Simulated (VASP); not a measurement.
Runs of VASP 6.6.1 on GaSb. The structure is that of space group F-43m (No. 216), or close to it. The cells are those of the table. 

```csv
cell,gap on the mesh (eV),pressure (GPa)
"a = 4.402, b = 4.326 Å, angles 60.6, 58.9, 60.6°, 2 atoms",none,(a)
"a = 4.391, b = 4.326 Å, angles 60.5, 59.0, 60.5°, 2 atoms",none,0.9
"a = 4.348, b = 4.326 Å, angles 60.2, 59.7, 60.2°, 2 atoms",none,1.9
"a = 4.370, b = 4.326 Å, angles 60.3, 59.3, 60.3°, 2 atoms",none,1.3
"a = 4.305, b = 4.326 Å, angles 59.8, 60.3, 59.8°, 2 atoms",-,3.0
"a = 4.413, b = 4.326 Å, angles 60.7, 58.7, 60.7°, 2 atoms",none,(b)
```

Alike in all rows: task single point; level PBE; potentials or basis VASP PAW PBE potentials, release 64 (Ga_d, Sb); no spin polarisation; k mesh 14 × 14 × 14; cutoff (eV) 520; smearing gaussian 0.15 eV.

Question: Fill in the values left out.

Answer: (a) 0.6; (b) 0.4.

Caveats: spin-orbit coupling is left out, which moves the levels of the heavy elements.

A k mesh can miss the band edges, and the runs leave out spin-orbit coupling on Ga, Sb.

A gap of «none» marks levels without a gap at the run's occupations.
